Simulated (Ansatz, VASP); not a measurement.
One calculation of ZnS, two programs

POSCAR

```
ZnS
1.0
    0.0000000000      2.7046500000      2.7046500000
    2.7046500000      0.0000000000      2.7046500000
    2.7046500000      2.7046500000      0.0000000000
Zn S
1 1
Direct
    0.0400248370      0.0400248370      0.0400248370
    0.7500000000      0.7500000000      0.7500000000
```

Contents of INCAR.step1:

```
SYSTEM = ZnS
PREC = Accurate
ENCUT = 520
ISMEAR = 0
SIGMA = 0.05
LREAL = .FALSE.
LASPH = .TRUE.
NELM = 80
NBANDS = 16
GGA = PE
ALGO = Normal
EDIFF = 1E-4
LWAVE = .TRUE.
LCHARG = .FALSE.
```

Contents of INCAR.step2:

```
SYSTEM = ZnS
PREC = Accurate
ENCUT = 520
EDIFF = 1E-7
ISMEAR = 0
SIGMA = 0.05
LREAL = .FALSE.
LASPH = .TRUE.
NELM = 80
ALGO = Normal
ISIF = 2
LWAVE = .FALSE.
LCHARG = .TRUE.
METAGGA = R2SCAN
LMIXTAU = .TRUE.
LELF = .TRUE.
LVHAR = .TRUE.
NBANDS = 16
ISTART = 1
```

The input KPOINTS:

```
regular mesh
0
G
  8 8 8
  0 0 0
```

Input for Ansatz:

```yaml
crystal:
  lattice:
    - [0.0, 2.70465, 2.70465]
    - [2.70465, 0.0, 2.70465]
    - [2.70465, 2.70465, 0.0]
  atoms:
    - { symbol: Zn, position: [0.040024837, 0.040024837, 0.040024837] }
    - { symbol: S, position: [0.75, 0.75, 0.75] }
basis:
  ecutwfc: 500
kpoints:
  mp_grid: { grid: [8, 8, 8] }
hamiltonian:
  xc: r2scan
scf:
  occupations: { method: gaussian, width: 0.05 }
output:
  forces: true
  stress: true
  eigenvalues: true
```

Change from the starting cell: all Zn atoms moved -0.375 Å, as atom 1 towards its neighbour atom 2 (S) at 2.342 Å.

Alike in both runs: task single point; functional r2SCAN; k mesh 8 × 8 × 8; occupations gaussian, width 0.05 eV; no spin polarisation.

```csv
,VASP,Ansatz
version,VASP 6.6.1,Ansatz 0.2.0
potentials or method,"VASP PAW PBE potentials, release 64 (Zn, S), cutoff 520 eV","scalar-relativistic, plane waves, PAW"
valence electrons in the cell,18,18
```

```csv
,VASP,Ansatz,Ansatz less VASP
gap on the k mesh at the Fermi level (eV),2.67,2.66,-0.010
least direct gap on the mesh (eV),2.67,2.66,-0.010
pressure (GPa),1.8,1.8,-0.03
"traceless stress, the component that is largest in VASP (GPa)",-1.98,-1.97,+0.011
rms of the force components (eV/Å),0.474,0.476,+0.0023
```

VASP's potentials were made for PBE, not for r2SCAN. Atom by atom the forces differ by 0.002 eV/Å (rms over components).
